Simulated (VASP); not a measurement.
Input of a VASP 6.6.1 run:

Contents of POSCAR:

```
Os
1.0
    2.7393806551      0.0000000000      0.0000000000
   -1.3696903275      2.3723732379      0.0000000000
    0.0000000000      0.0000000000      4.3138178725
Os
2
Direct
    0.3333333333      0.6666666667      0.2500000000
    0.6666666667      0.3333333333      0.7500000000
```

INCAR.step1

```
SYSTEM = Os
ALGO = Normal ; EDIFF = 1E-4
ENCUT = 520 ; GGA = PE
ISMEAR = 1 ; LASPH = .True.
LCHARG = .False. ; LREAL = .False.
LWAVE = .True. ; NBANDS = 15
NELM = 100 ; PREC = Accurate
SIGMA = 0.01
```

The input INCAR.step2:

```
SYSTEM = Os
ALGO = Normal ; EDIFF = 1E-7
ENCUT = 520 ; ISIF = 2
ISMEAR = 1 ; ISTART = 1
LASPH = .True. ; LCHARG = .True.
LELF = .True. ; LMIXTAU = .True.
LREAL = .False. ; LVHAR = .True.
LWAVE = .False. ; METAGGA = R2SCAN
NBANDS = 15 ; NELM = 100
PREC = Accurate ; SIGMA = 0.01
```

File KPOINTS:

```
k-points
0
Gamma
  13 13 7
  0 0 0
```

Potentials or basis: VASP PAW PBE potentials, release 64 (Os).

Run with:

```console
$ cat potpaw_PBE.64/Os/POTCAR > POTCAR
$ cp INCAR.step1 INCAR
$ mpirun -np 1 vasp_std > vasp.out
$ cp INCAR.step2 INCAR
$ mpirun -np 1 vasp_std > vasp.out
```

Q: Predict the pressure.

A: 0.8 GPa.

Q: Estimate the band gap on the k mesh.

A: Zero (band 8 reaches 11.37 eV, above the bottom of band 9 at 7.40 eV).

Stress tensor (GPa, compression positive):
```
0.91 0.00 0.00
0.00 0.91 0.00
0.00 0.00 0.53
```

Caveat: the PAW data sets were made with another functional, which shifts forces and pressure a little; spin-orbit coupling is left out, which moves the levels of the heavy elements.
